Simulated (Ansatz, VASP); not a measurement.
**CaB in VASP and in Ansatz**

The input INCAR:

```
PREC     = Accurate       # precision mode
ENCUT    = 600            # plane-wave cutoff, eV
EDIFF    = 1E-7           # SCF threshold, eV
ISMEAR   = 0              # smearing method
SIGMA    = 0.1            # smearing width, eV
LREAL    = F              # projectors in reciprocal space
LASPH    = T              # aspherical terms in the spheres
NELM     = 60             # most SCF steps
ALGO     = Normal         # electronic algorithm
ISIF     = 3              # what is computed and relaxed
LWAVE    = F              # write WAVECAR
LCHARG   = F              # write CHGCAR
GGA      = PE             # functional
IBRION   = 2              # ionic algorithm
NSW      = 100            # ionic steps
EDIFFG   = -0.01          # ionic threshold
```

KPOINTS

```
regular mesh
0
Gamma
  18 18 6
```

The input POSCAR:

```
CaB
1.0
    3.2983759082      0.0000000000      0.0000000000
   -1.6491879541      2.8564773278      0.0000000000
    0.0000000000      0.0000000000      7.9963655144
Ca B
2 2
Direct
    0.3333333333      0.6666666667      0.2961468946
    0.6666666667      0.3333333333      0.7038531054
    0.3333333333      0.6666666667      0.9834807864
    0.6666666667      0.3333333333      0.0165192136
```

Input for Ansatz:

```yaml
crystal:
  lattice:
    - [3.2983759082, 0.0, 0.0]
    - [-1.6491879541, 2.8564773278, 0.0]
    - [0.0, 0.0, 7.9963655144]
  atoms:
    - { symbol: Ca, position: [0.3333333333, 0.6666666667, 0.2961468946] }
    - { symbol: Ca, position: [0.6666666667, 0.3333333333, 0.7038531054] }
    - { symbol: B, position: [0.3333333333, 0.6666666667, 0.9834807864] }
    - { symbol: B, position: [0.6666666667, 0.3333333333, 0.0165192136] }
basis:
  ecutwfc: 420
kpoints:
  mp_grid: { grid: [18, 18, 6] }
hamiltonian:
  xc: pbe
scf:
  occupations: { method: gaussian, width: 0.1 }
output:
  forces: true
  stress: true
  eigenvalues: true
relax:
  adjacent_minimum: "off"
  f_tol: 0.01
  max_steps: 80
  cell: { stress_tol: 0.05 }
```

Alike in both runs: task relaxation of cell and atoms; functional PBE; k mesh 18 × 18 × 6; occupations gaussian, width 0.1 eV; no spin polarisation.

```csv
,VASP,Ansatz
version,VASP 6.6.1,Ansatz 0.2.0
potentials or method,"VASP PAW PBE potentials, release 64 (Ca_sv, B), cutoff 600 eV","scalar-relativistic, plane waves, PAW"
valence electrons in the cell,26,26
```

VASP gave:

```
gap on the k mesh at the Fermi level, each at its own relaxed structure (eV)  : none
relaxed volume (Å³/atom)                                                      : 18.94
relaxed length of the cell vector where the two differ most in proportion (Å) : 8.041
```

Q: Which values does Ansatz return?

A: gap on the k mesh at the Fermi level, each at its own relaxed structure (eV): none; relaxed volume (Å³/atom): 18.93; relaxed length of the cell vector where the two differ most in proportion (Å): 8.032.

A gap of «none» marks a metal or a gap that the smearing closes.
